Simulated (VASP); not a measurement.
# BN (Pnma) in VASP: a series of runs

The runs below take BN through single point, with LDA, PBEsol.

Program: VASP 6.6.1. These are calculated values, not measurements. Logs are shortened: lines on timing, memory, paths and dates and some standing lists are left out, and cuts for length are marked.

### Step 1. The cell of the first run

The structure is orthorhombic, space group Pnma (No. 62). Conventional cell: a = 4.880 Å, b = 2.591 Å, c = 4.292 Å, α = 90.00°, β = 90.00°, γ = 90.00°. Within 2.0 Å of N (site symmetry m) lie 4 B at 1.51 to 1.65 Å. Within 2.0 Å of B (site symmetry m) lie 4 N at 1.51 to 1.65 Å.

### Step 2. Single point, LDA

File INCAR:

```
SYSTEM = BN
PREC = Accurate
ENCUT = 520
EDIFF = 1E-7
ISMEAR = -1
SIGMA = 0.05
LREAL = .FALSE.
LASPH = .TRUE.
NELM = 80
ALGO = Normal
ISIF = 2
LWAVE = .FALSE.
LCHARG = .FALSE.
NBANDS = 26
```

File KPOINTS:

```
Automatic mesh
0
G
  6 10 6
  0 0 0
```

File POSCAR:

```
BN
1.0
    4.8800890000      0.0000000000      0.0000000000
    0.0000000000      2.5914640000      0.0000000000
    0.0000000000      0.0000000000      4.2920490000
N B
4 4
Direct
    0.3211300000      0.7500000000      0.1064860000
    0.6788700000      0.2500000000      0.8935140000
    0.1788700000      0.2500000000      0.6064860000
    0.8211300000      0.7500000000      0.3935140000
    0.3404130000      0.2500000000      0.9070960000
    0.1595870000      0.7500000000      0.4070960000
    0.8404130000      0.2500000000      0.5929040000
    0.6595870000      0.7500000000      0.0929040000
```

Potentials or basis: VASP PAW LDA potentials, release 64 (N, B).

Launch:

```
> cat potpaw_LDA.64/N/POTCAR potpaw_LDA.64/B/POTCAR > POTCAR
> mpirun -np 1 vasp_std > vasp.out
```

OUTCAR:

```text
SYSTEM = BN
   PREC = Accurate
   ENCUT = 520
   EDIFF = 1E-7
   ISMEAR = -1
   LREAL = .FALSE.
   LASPH = .TRUE.
   NELM = 80
   ISIF = 2

 ion  position               nearest neighbor table
   1  0.321  0.750  0.106-   6 1.51   5 1.56   5 1.56   8 1.65
   2  0.679  0.250  0.894-   7 1.51   8 1.56   8 1.56   5 1.65
   3  0.179  0.250  0.606-   5 1.51   6 1.56   6 1.56   7 1.65
   4  0.821  0.750  0.394-   8 1.51   7 1.56   7 1.56   6 1.65
   5  0.340  0.250  0.907-   3 1.51   1 1.56   1 1.56   2 1.65
   6  0.160  0.750  0.407-   1 1.51   3 1.56   3 1.56   4 1.65
   7  0.840  0.250  0.593-   2 1.51   4 1.56   4 1.56   3 1.65
   8  0.660  0.750  0.093-   4 1.51   2 1.56   2 1.56   1 1.65

  LATTYP: Found a simple orthorhombic cell.
 ALAT       =     2.5914640000
 B/A-ratio  =     1.6562255929
 C/A-ratio  =     1.8831398005

  Lattice vectors:

 A1 = (   0.0000000000,   2.5914640000,   0.0000000000)
 A2 = (   0.0000000000,   0.0000000000,   4.2920490000)
 A3 = (   4.8800890000,   0.0000000000,   0.0000000000)

Analysis of symmetry for initial positions (statically):
=====================================================================
 Subroutine PRICEL returns:
 Original cell was already a primitive cell.

 Routine SETGRP: Setting up the symmetry group for a
 simple orthorhombic supercell.

 Subroutine GETGRP returns: Found  8 space group operations
 (whereof  2 operations were pure point group operations)
 out of a pool of  8 trial point group operations.

The static configuration has the point symmetry S_2 .
 The point group associated with its full space group is D_2h.

Analysis of symmetry for dynamics (positions and initial velocities):
=====================================================================
 Subroutine PRICEL returns:
 Original cell was already a primitive cell.

 Routine SETGRP: Setting up the symmetry group for a
 simple orthorhombic supercell.

 Subroutine GETGRP returns: Found  8 space group operations
 (whereof  2 operations were pure point group operations)
 out of a pool of  8 trial point group operations.

The dynamic configuration has the point symmetry S_2 .
 The point group associated with its full space group is D_2h.

 Subroutine INISYM returns: Found  8 space group operations
 (whereof  2 operations are pure point group operations),
 and found     1 'primitive' translations

----------------------------------------------------------------------------------------
[... 110 lines left out ...]
   NFREE  =      0    steps in history (QN), initial steepest desc. (CG)
   ISIF   =      2    stress and relaxation
   ISYM   =      2    0-nonsym 1-usesym 2-fastsym
   POTIM  = 0.5000    time-step for ionic-motion
   TEBEG  =    0.0;   TEEND  =   0.0 temperature during run
   PSTRESS=    0.0 pullay stress
   NELECT =      32.0000    total number of electrons
   NUPDOWN=      -1.0000    fix difference up-down
   EMIN   =  10.00;   EMAX   =-10.00  energy-range for DOS
   EFERMI =   0.00;   METHOD = LEGACY
   ISMEAR =    -1;   SIGMA  =   0.05  broadening in eV -4-tet -1-fermi 0-gaus
   EFERMI_NEDOS =   21; number of points for ismear=-14 and -15
   IALGO  =     38    algorithm
   IMIX   =      4    mixing-type and parameters
     AMIX     =   0.40;   BMIX     =  1.00
     AMIX_MAG =   1.60;   BMIX_MAG =  1.00
  volume/ion in A,a.u.               =       6.78        45.79
  Fermi-wavevector in a.u.,A,eV,Ry     =   1.372711  2.594047 25.637923  1.884334
  Thomas-Fermi vector in A             =   2.498293
   LORBIT       =      0    0 simple, 1 ext, 2 COOP (PROOUT), +10 PAW based schemes
   GGA     = CA    functional components
   LHFCALC =     F    Hartree Fock is set to
   AEXX    =    0.0000 exact exchange contribution
   IVDW    =     0    specifies the selected vdW correction
   LEPSILON=     F    determine dielectric tensor
   LRPA    =     F    only Hartree local field effects (RPA)
 non-spin polarized calculation
  energy-cutoff  :      520.00
  volume of cell :       54.28
 maximum number of plane-waves:      1488
   NGX = 19   NGY =  9   NGZ = 15

 number of electron      32.0000002 magnetization

 Free energy of the ion-electron system (eV)
  ---------------------------------------------------
  ext. energy  EPLUGINS =         0.00000000
  ---------------------------------------------------
  free energy    TOTEN  =       -75.69074185 eV

  energy without entropy =      -75.69074185  energy(sigma->0) =      -75.69074185

 E-fermi :   6.5611     XC(G=0): -12.1714

 val. band max:        5.5491119344   @ k =   0.0000   0.0000   0.0000
 cond. band min:      11.0666168747   @ k =   0.3333   0.0000   0.3333
 fundamental gap:      5.5175049403
 Fermi energy:         6.5610994348

 k-point     1 :       0.0000    0.0000    0.0000
  band No.  band energies     occupation
      1     -13.8889      2.00000
      2     -11.3023      2.00000
      3     -10.2576      2.00000
      4      -8.4954      2.00000
      5      -3.1962      2.00000
      6      -2.5713      2.00000
[... 685 lines left out ...]
     25      18.8830      0.00000
     26      18.8830      0.00000

 [... further k-points ...]

------------------------ aborting loop because EDIFF is reached ----------------------------------------

  FORCE on cell =-STRESS in cart. coord.  units (eV):
  Direction    XX          YY          ZZ          XY          YZ          ZX
  --------------------------------------------------------------------------------------
  -------------------------------------------------------------------------------------
  Total       -3.4563295     -3.9365480     -3.7605052      0.0000000      0.0000000      0.0000000
  in kB     -102.0206590   -116.1952944   -110.9990282      0.0000000      0.0000000      0.0000000
  external PRESSURE =    -109.7383272 kB  Pullay stress =       0.0000000 kB

 VOLUME and BASIS-vectors are now :
 -----------------------------------------------------------------------------
  energy-cutoff  :      520.00
  volume of cell :       54.28
      direct lattice vectors                 reciprocal lattice vectors
     4.880089000  0.000000000  0.000000000     0.204914296  0.000000000  0.000000000
     0.000000000  2.591464000  0.000000000     0.000000000  0.385882266  0.000000000
     0.000000000  0.000000000  4.292049000     0.000000000  0.000000000  0.232988952

 POSITION                                       TOTAL-FORCE (eV/Angst)
 -----------------------------------------------------------------------------------
      1.56714      1.94360      0.45704         0.105364      0.000000      0.009423
      3.31295      0.64787      3.83501        -0.105364     -0.000000     -0.009423
      0.87290      0.64787      2.60307        -0.105364      0.000000      0.009423
      4.00719      1.94360      1.68898         0.105364     -0.000000     -0.009423
      1.66125      0.64787      3.89330        -0.013713     -0.000000      0.005415
      0.77880      1.94360      1.74728         0.013713     -0.000000      0.005415
      4.10129      0.64787      2.54477        -0.013713      0.000000     -0.005415
      3.21884      1.94360      0.39875         0.013713      0.000000     -0.005415
 -----------------------------------------------------------------------------------
    total drift:                                0.000000      0.000000     -0.000000

  FREE ENERGIE OF THE ION-ELECTRON SYSTEM (eV)
  ---------------------------------------------------
  free  energy   TOTEN  =       -75.6907418486 eV

  energy  without entropy=      -75.6907418485  energy(sigma->0) =      -75.69074185
```

OSZICAR:

```text
N       E                     dE             d eps       ncg     rms          rms(c)
DAV:   1     0.107599763216E+03    0.10760E+03   -0.16770E+04  5000   0.119E+03
DAV:   2    -0.741911072286E+02   -0.18179E+03   -0.17064E+03  6800   0.263E+02
DAV:   3    -0.809859964289E+02   -0.67949E+01   -0.67495E+01  6870   0.482E+01
DAV:   4    -0.810389599894E+02   -0.52964E-01   -0.52903E-01  6208   0.460E+00
DAV:   5    -0.810396448098E+02   -0.68482E-03   -0.68436E-03  6710   0.504E-01    0.134E+01
DAV:   6    -0.762929943357E+02    0.47467E+01   -0.10990E+01  5934   0.187E+01    0.588E+00
DAV:   7    -0.758371143572E+02    0.45588E+00   -0.66801E-01  6248   0.466E+00    0.363E+00
DAV:   8    -0.756948766985E+02    0.14224E+00   -0.25567E-01  5876   0.283E+00    0.410E-01
DAV:   9    -0.756907392704E+02    0.41374E-02   -0.15119E-02  6324   0.775E-01    0.201E-01
DAV:  10    -0.756907409419E+02   -0.16715E-05   -0.76367E-04  6260   0.183E-01    0.410E-02
DAV:  11    -0.756907416273E+02   -0.68540E-06   -0.13339E-04  6274   0.696E-02    0.212E-02
DAV:  12    -0.756907416641E+02   -0.36744E-07   -0.12895E-05  6388   0.232E-02    0.617E-03
DAV:  13    -0.756907418453E+02   -0.18127E-06   -0.11796E-06  6206   0.705E-03    0.155E-03
DAV:  14    -0.756907418486E+02   -0.32269E-08   -0.73077E-08  3368   0.182E-03
   1 F= -.75690742E+02 E0= -.75690742E+02  d E =-.339558E-10
```

stdout:

```text
POSCAR found type information on POSCAR N B
 POSCAR found :  2 types and       8 ions
 scaLAPACK will be used
 LDA part: xc-table for (Slater(with rela. corr.)+CA(PZ))
 , standard interpolation
 POSCAR, INCAR and KPOINTS ok, starting setup
 FFT: planning ... GRIDC
 FFT: planning ... GRID_SOFT
 FFT: planning ... GRID
 WAVECAR not read
 entering main loop
```

It took 98 s on 1 thread of Intel Xeon Platinum 8259CL at 2.50GHz (Skylake/Cascade Lake), shared host; peak memory 0.21 GiB.

Results:

| Quantity | Value |
| --- | --- |
| Free energy | -75.6907 eV |
| Pressure | -11.0 GPa |
| Largest force | 0.106 eV/Å |
| Band gap on the k mesh | 5.52 eV (least direct gap 6.10 eV) |

Forces in eV/Å, atoms in the order of the input:
```
N    0.105  0.000  0.009
N   -0.105  0.000 -0.009
N   -0.105  0.000  0.009
N    0.105  0.000 -0.009
B   -0.014  0.000  0.005
B    0.014  0.000  0.005
B   -0.014  0.000 -0.005
B    0.014  0.000 -0.005
```

Caveat: the cell stands under tension.

### Step 3. Single point, PBEsol

File INCAR:

```
PREC = Accurate
ENCUT = 520
EDIFF = 1E-6
ISMEAR = -1
SIGMA = 0.05
LREAL = False
LASPH = True
NELM = 100
ALGO = Normal
ISIF = 2
LWAVE = False
LCHARG = False
GGA = PS
NBANDS = 26
```

File KPOINTS:

```
regular mesh
0
Gamma
  6 10 6
```

POSCAR is that of step 2.

Potentials or basis: VASP PAW PBE potentials, release 64 (N, B).

Launch:

```
> cat potpaw_PBE.64/N/POTCAR potpaw_PBE.64/B/POTCAR > POTCAR
> mpirun -np 1 vasp_std > vasp.out
```

It took 86 s on 1 thread of Intel Xeon Platinum 8259CL at 2.50GHz (Skylake/Cascade Lake), shared host; peak memory 0.22 GiB.

It converged, with:

* Free energy: -71.6004 eV
* Pressure: -4.4 GPa
* Largest force: 0.063 eV/Å
* Band gap on the k mesh: 5.53 eV (least direct gap 6.13 eV)

Forces in eV/Å, atoms in the order of the input:
```
N    0.033  0.000  0.053
N   -0.033  0.000 -0.053
N   -0.033  0.000  0.053
N    0.033  0.000 -0.053
B    0.006  0.000 -0.001
B   -0.006  0.000 -0.001
B    0.006  0.000  0.001
B   -0.006  0.000  0.001
```

Stress tensor (GPa, compression positive):
```
-4.43  0.00  0.00
 0.00 -4.64  0.00
 0.00  0.00 -4.07
```

Levels at points of the mesh, in eV from the valence-band top:
```
           k point  band 14  band 15  band 16  band 17  band 18  band 19
(0.00, 0.00, 0.00)    -0.33    -0.21     0.00     6.46     7.11     7.99
(0.50, 0.00, 0.00)    -1.20    -0.74    -0.74     5.89     5.89     8.21
(0.00, 0.50, 0.00)    -4.26    -2.17    -2.17     6.10     6.10     8.37
(0.50, 0.50, 0.00)    -2.79    -2.79    -2.79     7.21     7.21     7.21
(0.00, 0.00, 0.50)    -1.49    -1.37    -1.37     6.11     6.11     8.46
(0.50, 0.00, 0.50)    -1.50    -1.27    -1.27     5.64     5.64     8.55
(0.00, 0.50, 0.50)    -2.44    -0.77    -0.77     8.04     8.04     8.14
(0.50, 0.50, 0.50)    -2.71    -2.71    -2.71     8.12     8.12     8.12
```

Caveat: the cell stands under tension; the PAW data sets were made with another functional, which shifts forces and pressure a little. A k mesh can miss the band edges.
